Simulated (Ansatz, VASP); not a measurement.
One calculation of CdSe, two programs

```
Cd Se
1.0
     0.00566    4.54739   -0.00319
    -0.00216   -0.00517    7.49077
     7.99797    0.01166   -0.00291
Cd Se
4 4
Direct
  0.74890 0.39173 0.84510
  0.24920 0.89167 0.65522
  0.75263 0.10833 0.34498
  0.24923 0.60837 0.15473
  0.24960 0.58441 0.81329
  0.74950 0.08459 0.68642
  0.25192 0.91539 0.31359
  0.74902 0.41553 0.18667
```

Change from the starting cell: cell x1, atoms moved at random (sigma 0.05 Å) and cell strained at random (1.5 %), then relaxed without symmetry.

Alike in both runs: functional PBE; k mesh 4 × 2 × 2; occupations gaussian, width 0.1 eV; no spin polarisation.

Ansatz relaxed the structure, and its values are those at the end. VASP's run is a single point on that final structure, the one shown.

|  | VASP | Ansatz |
| --- | --- | --- |
| version | VASP 6.6.1 | Ansatz 0.2.0 |
| potentials or method | VASP PAW PBE potentials, release 64 (Cd, Se), cutoff 520 eV | scalar-relativistic, plane waves, PAW |
| valence electrons in the cell | 72 | 144 |

|  | VASP | Ansatz | Ansatz less VASP |
| --- | --- | --- | --- |
| gap on the k mesh at the Fermi level (eV) | 0.81 | 0.81 | +0.004 |
| least direct gap on the mesh (eV) | 0.81 | 0.81 | +0.004 |
| pressure (GPa) | 0.2 | 0.0 | -0.23 |
| rms of the force components (eV/Å) | 0.005 | 0.004 | -0.0008 |

With one functional, cell and mesh, what is left measures potentials, basis and numerics. VASP's potentials hold 72 valence electrons a cell and Ansatz's 144, so a difference there can come from the potentials and not from the codes.
